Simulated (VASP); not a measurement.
# Se in VASP: a series of runs, part 3 of 3

VASP 6.6.1.

## 5. Electric field gradients, PBEsol (equal xx and yy strain of -1 %)

The input, INCAR:

```
SYSTEM = Se
  PREC = Accurate
  ENCUT = 520
  EDIFF = 1E-8
  ISMEAR = -1
  SIGMA = 0.02
  LREAL = .False.
  LASPH = .True.
  NELM = 60
  ALGO = Normal
  ISIF = 2
  LWAVE = .False.
  LCHARG = .False.
  GGA = PS
  LEFG = .True.
  NBANDS = 16
```

The input, KPOINTS:

```
Automatic mesh
0
Gamma
  8 8 6
  0 0 0
```

The input, POSCAR:

```
Se
1.0
    4.3116179808      0.0000000000      0.0000000000
   -2.1558089904      3.7339707028      0.0000000000
    0.0000000000      0.0000000000      4.9494500000
Se
3
Direct
    0.2170000000      0.0000000000      0.1666666667
    0.0000000000      0.2170000000      0.8333333333
    0.7830000000      0.7830000000      0.5000000000
```

Potentials or basis: VASP PAW PBE potentials, release 64 (Se).

Launch:

```console
cat potpaw_PBE.64/Se/POTCAR > POTCAR
mpirun -np 1 vasp_std > vasp.out
```

OUTCAR:

```text
SYSTEM = Se
   PREC = Accurate
   ENCUT = 520
   EDIFF = 1E-8
   ISMEAR = -1
   LREAL = .False.
   LASPH = .True.
   NELM = 60
   ISIF = 2
   GGA = PS

 ion  position               nearest neighbor table
   1  0.217  0.000  0.167-   3 2.31   2 2.31
   2  0.000  0.217  0.833-   3 2.31   1 2.31
   3  0.783  0.783  0.500-   1 2.31   2 2.31

  LATTYP: Found a hexagonal cell.
 ALAT       =     4.3116179808
 C/A-ratio  =     1.1479333332

  Lattice vectors:

 A1 = (   4.3116179808,   0.0000000000,   0.0000000000)
 A2 = (  -2.1558089904,   3.7339707028,   0.0000000000)
 A3 = (   0.0000000000,   0.0000000000,   4.9494500000)

Analysis of symmetry for initial positions (statically):
=====================================================================
 Subroutine PRICEL returns:
 Original cell was already a primitive cell.

 Routine SETGRP: Setting up the symmetry group for a
[... 652 lines left out ...]
    -2.155808990  3.733970703  0.000000000     0.000000000  0.267811421  0.000000000
     0.000000000  0.000000000  4.949450000     0.000000000  0.000000000  0.202042651

 POSITION                                       TOTAL-FORCE (eV/Angst)
 -----------------------------------------------------------------------------------
      0.93562      0.00000      0.82491         1.293325      0.000000     -0.000000
     -0.46781      0.81027      4.12454        -0.646662      1.120052      0.000000
      1.68800      2.92370      2.47472        -0.646662     -1.120052     -0.000000
 -----------------------------------------------------------------------------------
    total drift:                                0.000001      0.000001     -0.000000

  FREE ENERGIE OF THE ION-ELECTRON SYSTEM (eV)
  ---------------------------------------------------
  free  energy   TOTEN  =       -11.3786436382 eV

  energy  without entropy=      -11.3786436382  energy(sigma->0) =      -11.37864364

 Electric field gradients (V/A^2)
---------------------------------------------------------------------
 ion       V_xx      V_yy      V_zz      V_xy      V_xz      V_yz
---------------------------------------------------------------------
   1     141.712  -336.852   195.140    -0.000     0.000  -301.840
   2    -217.211    22.071   195.140  -207.224   261.401   150.920
   3    -217.211    22.071   195.139   207.224  -261.401   150.920
---------------------------------------------------------------------

 Electric field gradients after diagonalization (V/A^2)
 (convention: |V_zz| > |V_xx| > |V_yy|)
----------------------------------------------------------------------
 ion       V_xx      V_yy      V_zz     asymmetry (V_yy - V_xx)/ V_zz
----------------------------------------------------------------------
   1     331.463   141.712  -473.175       0.401
   2     331.463   141.712  -473.175       0.401
   3     331.463   141.712  -473.175       0.401
----------------------------------------------------------------------

           NMR quadrupolar parameters

 Cq : quadrupolar parameter    Cq=e*Q*V_zz/h
 eta: asymmetry parameters     (V_yy - V_xx)/ V_zz
 Q  : nuclear electric quadrupole moment in mb (millibarn)
----------------------------------------------------------------------
 ion       Cq(MHz)       eta       Q (mb)
----------------------------------------------------------------------
   1      -1.144       0.401       1.000
   2      -1.144       0.401       1.000
   3      -1.144       0.401       1.000
----------------------------------------------------------------------
```

Run time: 51 s. Hardware: 1 thread of AMD EPYC 7R43 (Zen 3), shared host; peak memory 0.17 GiB.

What came out:

```yaml
Free_energy: -11.3786 eV
Pressure: 4.2 GPa
Largest_force: 1.293 eV/Å
Band_gap_on_the_k_mesh: 1.01 eV, indirect (least direct gap 1.06 eV)
```

Forces in eV/Å, atoms in the order of the input:
```
Se   1.293  0.000  0.000
Se  -0.647  1.120  0.000
Se  -0.647 -1.120  0.000
```

Stress tensor (GPa, compression positive):
```
3.23 0.00 0.00
0.00 3.23 0.00
0.00 0.00 6.24
```

Levels at points of the mesh, in eV from the valence-band top:
```tsv
k point	band 5	band 6	band 7	band 8	band 9	band 10	band 11	band 12	band 13	band 14
(0.00, 0.00, 0.00)	-4.04	-3.87	-2.25	-2.25	-0.42	2.01	2.01	2.44	5.86	6.19
(0.50, 0.00, 0.00)	-4.96	-3.55	-3.08	-2.02	-1.11	2.01	2.58	4.41	5.17	7.49
(0.00, 0.00, 0.50)	-3.53	-3.53	-1.62	-1.62	-1.29	1.20	1.36	1.36	5.91	7.25
(0.50, 0.00, 0.50)	-4.70	-4.45	-1.96	-1.53	0.00	1.46	2.81	3.16	6.07	7.74
```

Electric field gradients, principal values (V/Å²):
```csv
atom,least,middle,greatest (by size)
1 Se,141.712,331.463,-473.175
2 Se,141.712,331.463,-473.175
3 Se,141.712,331.463,-473.175
```

Caveat: the cell differs from its parent crystal (equal xx and yy strain of -1 %); without QUAD_EFG the Cq values of the log hold for a quadrupole moment of 1 mb, not for the nuclei; the PAW data sets were made with another functional, which shifts forces and pressure a little.

## 6. Electric field gradients, PBEsol (equal xy, yz and zx shear strains of -1 %)

The input, INCAR:

```
SYSTEM = Se
ALGO = Normal
EDIFF = 1E-8
ENCUT = 400
GGA = PS
GGA_COMPAT = .False.
ISIF = 2
ISMEAR = -1
LASPH = .True.
LCHARG = .False.
LEFG = .True.
LREAL = .False.
LWAVE = .False.
NBANDS = 16
NELM = 120
PREC = Accurate
SIGMA = 0.02
```

The input, KPOINTS:

```
k-points
0
Gamma
  8 8 6
  0 0 0
```

The input, POSCAR:

```
Se
1.0
    4.3551696776     -0.0217758484     -0.0217758484
   -2.1964432767      3.7825755028     -0.0079705137
   -0.0247472500     -0.0247472500      4.9494500000
Se
3
Direct
    0.2170000000      0.0000000000      0.1666666667
    0.0000000000      0.2170000000      0.8333333333
    0.7830000000      0.7830000000      0.5000000000
```

Potentials or basis: VASP PAW PBE potentials, release 64 (Se).

Launch:

```console
cat potpaw_PBE.64/Se/POTCAR > POTCAR
mpirun -np 1 vasp_std > vasp.out
```

OUTCAR:

```text
SYSTEM = Se
   EDIFF = 1E-8
   ENCUT = 400
   GGA = PS
   ISIF = 2
   ISMEAR = -1
   LASPH = .True.
   LREAL = .False.
   NELM = 120
   PREC = Accurate

 ion  position               nearest neighbor table
   1  0.217  0.000  0.167-   2 2.32   3 2.33
   2  0.000  0.217  0.833-   3 2.31   1 2.32
   3  0.783  0.783  0.500-   2 2.31   1 2.33

  LATTYP: Found a triclinic cell.
 ALAT       =     4.3364269348
 B/A-ratio  =     1.7320508076
 C/A-ratio  =     2.3214714916
 COS(alpha) =     0.0023942472
 COS(beta)  =     0.4412429933
 COS(gamma) =     0.8635100504

  Lattice vectors:

 A1 = (   2.1587264009,   3.7607996544,  -0.0297463621)
 A2 = (   6.5138960785,   3.7390238060,  -0.0515222105)
 A3 = (  -4.3681393034,   7.5898982556,  -4.9653910274)

Analysis of symmetry for initial positions (statically):
=====================================================================
 Subroutine PRICEL returns:
 Original cell was already a primitive cell.

 Routine SETGRP: Setting up the symmetry group for a
 triclinic supercell.

 Subroutine GETGRP returns: Found  1 space group operations
 (whereof  1 operations were pure point group operations)
 out of a pool of  2 trial point group operations.

The static configuration has the point symmetry C_1 .

Analysis of symmetry for dynamics (positions and initial velocities):
=====================================================================
 Subroutine PRICEL returns:
 Original cell was already a primitive cell.

[... 161 lines left out ...]
 Fermi energy:         3.0510390452

 k-point     1 :       0.0000    0.0000    0.0000
  band No.  band energies     occupation
      1     -13.5228      2.00000
      2      -9.2235      2.00000
      3      -9.1738      2.00000
      4      -1.3745      2.00000
      5      -1.3451      2.00000
      6      -1.1577      2.00000
[... 433 lines left out ...]
      3      -9.3582      2.00000
      4      -2.6513      2.00000
      5      -2.4930      2.00000
      6      -0.4365      2.00000
[... 8 lines left out ...]
     15      10.8599      0.00000
     16      12.0805      0.00000

 [... further k-points ...]
[... 5 lines left out ...]
  --------------------------------------------------------------------------------------
  -------------------------------------------------------------------------------------
  Total        1.0295825      1.2803938      2.4232086     -0.0586355      0.2797005      0.1486009
  in kB       20.2911514     25.2341745     47.7569220     -1.1555959      5.5123750      2.9286471
  external PRESSURE =      31.0940827 kB  Pullay stress =       0.0000000 kB

 VOLUME and BASIS-vectors are now :
 -----------------------------------------------------------------------------
  energy-cutoff  :      400.00
  volume of cell :       81.30
      direct lattice vectors                 reciprocal lattice vectors
     4.355169678 -0.021775848 -0.021775848     0.230289916  0.133727203  0.001820086
    -2.196443277  3.782575503 -0.007970514     0.001332395  0.265146631  0.001332395
    -0.024747250 -0.024747250  4.949450000     0.001015341  0.001015341  0.202052805

 POSITION                                       TOTAL-FORCE (eV/Angst)
 -----------------------------------------------------------------------------------
      0.94095     -0.00885      0.82018         1.011350     -0.022590      0.086385
     -0.49725      0.80020      4.12281        -0.525218      0.991975      0.087203
      1.67791      2.93233      2.45143        -0.486132     -0.969385     -0.173588
 -----------------------------------------------------------------------------------
    total drift:                                0.000009     -0.000070      0.000020

  FREE ENERGIE OF THE ION-ELECTRON SYSTEM (eV)
  ---------------------------------------------------
  free  energy   TOTEN  =       -11.4029218913 eV

  energy  without entropy=      -11.4029218913  energy(sigma->0) =      -11.40292189

 Electric field gradients (V/A^2)
---------------------------------------------------------------------
 ion       V_xx      V_yy      V_zz      V_xy      V_xz      V_yz
---------------------------------------------------------------------
   1     149.976  -337.792   187.816    -5.662    -3.352  -314.592
   2    -215.051    19.756   195.295  -210.671   261.455   148.422
   3    -216.716    28.263   188.453   208.236  -272.207   150.871
---------------------------------------------------------------------

 Electric field gradients after diagonalization (V/A^2)
 (convention: |V_zz| > |V_xx| > |V_yy|)
----------------------------------------------------------------------
 ion       V_xx      V_yy      V_zz     asymmetry (V_yy - V_xx)/ V_zz
----------------------------------------------------------------------
   1     334.934   150.042  -484.976       0.381
   2     330.430   143.444  -473.875       0.395
   3     333.281   147.292  -480.572       0.387
----------------------------------------------------------------------

           NMR quadrupolar parameters

 Cq : quadrupolar parameter    Cq=e*Q*V_zz/h
 eta: asymmetry parameters     (V_yy - V_xx)/ V_zz
 Q  : nuclear electric quadrupole moment in mb (millibarn)
----------------------------------------------------------------------
 ion       Cq(MHz)       eta       Q (mb)
----------------------------------------------------------------------
   1      -1.173       0.381       1.000
   2      -1.146       0.395       1.000
   3      -1.162       0.387       1.000
----------------------------------------------------------------------
```

OSZICAR:

```text
N       E                     dE             d eps       ncg     rms          rms(c)
DAV:   1     0.697970743621E+02    0.69797E+02   -0.62373E+03  6272   0.759E+02
DAV:   2    -0.722031083358E+01   -0.77017E+02   -0.73429E+02  8456   0.142E+02
DAV:   3    -0.114803754611E+02   -0.42601E+01   -0.42481E+01  7720   0.383E+01
DAV:   4    -0.115074477617E+02   -0.27072E-01   -0.27069E-01  8248   0.365E+00
DAV:   5    -0.115076394269E+02   -0.19167E-03   -0.19166E-03  7944   0.296E-01    0.762E+00
DAV:   6    -0.114326050388E+02    0.75034E-01   -0.37761E-02  7536   0.117E+00    0.470E+00
DAV:   7    -0.114037778373E+02    0.28827E-01   -0.76297E-02  7272   0.162E+00    0.204E-01
DAV:   8    -0.114028459523E+02    0.93188E-03   -0.89966E-03  6864   0.578E-01    0.961E-02
DAV:   9    -0.114029033676E+02   -0.57415E-04   -0.28902E-04  8808   0.106E-01    0.316E-02
DAV:  10    -0.114029204147E+02   -0.17047E-04   -0.25922E-05  7528   0.332E-02    0.629E-03
DAV:  11    -0.114029221173E+02   -0.17026E-05   -0.55230E-06  8592   0.138E-02    0.349E-03
DAV:  12    -0.114029219122E+02    0.20512E-06   -0.11369E-06  7872   0.666E-03    0.100E-03
DAV:  13    -0.114029219011E+02    0.11061E-07   -0.19882E-07  8288   0.247E-03    0.365E-04
DAV:  14    -0.114029218913E+02    0.97989E-08   -0.15725E-08  6856   0.759E-04
   1 F= -.11402922E+02 E0= -.11402922E+02  d E =-.237338E-10
```

Run time: 4.1 min. Hardware: 1 thread of Intel Xeon 8259CL, shared host; peak memory 0.26 GiB.

What came out:

```yaml
Free_energy: -11.4029 eV
Pressure: 3.1 GPa
Largest_force: 1.126 eV/Å
Band_gap_on_the_k_mesh: 1.03 eV, indirect (least direct gap 1.11 eV)
```

Forces on the atoms (eV/Å):
```
Se   1.011 -0.023  0.086
Se  -0.525  0.992  0.087
Se  -0.486 -0.969 -0.174
```

Electric field gradients, principal values (V/Å²):
| atom | least | middle | greatest (by size) |
| --- | --- | --- | --- |
| 1 Se | 150.042 | 334.934 | -484.976 |
| 2 Se | 143.444 | 330.430 | -473.875 |
| 3 Se | 147.292 | 333.281 | -480.572 |

Caveat: the cell differs from its parent crystal (equal xy, yz and zx shear strains of -1 %); without QUAD_EFG the Cq values of the log hold for a quadrupole moment of 1 mb, not for the nuclei; the PAW data sets were made with another functional, which shifts forces and pressure a little.

## 7. The runs side by side

| cell | cutoff (eV) | gap on the mesh (eV) | pressure (GPa) | largest force (eV/Å) |
| --- | --- | --- | --- | --- |
| a = 4.355, b = 4.355, c = 4.999 Å, angles 90.0, 90.0, 120.0°, 3 atoms | 520 | 0.98 | 2.2 | 0.92 |
| a = 4.355, b = 4.355, c = 5.048 Å, angles 90.0, 90.0, 120.0°, 3 atoms | 520 | 0.92 | 1.4 | 0.78 |
| a = 4.312, b = 4.312, c = 4.949 Å, angles 90.0, 90.0, 120.0°, 3 atoms | 520 | 1.01 | 4.2 | 1.29 |
| a = 4.355, b = 4.374, c = 4.950 Å, angles 90.2, 90.6, 120.4°, 3 atoms | 400 | 1.03 | 3.1 | 1.13 |

Alike in all rows: task electric field gradients; level PBEsol; potentials or basis VASP PAW PBE potentials, release 64 (Se); no spin polarisation; k mesh 8 × 8 × 6; smearing fermi-dirac 0.02 eV.

Caveats: the PAW data sets were made with another functional, which shifts forces and pressure a little.

Total energies depend on the potentials used, so only differences within one code and one set of settings carry meaning.
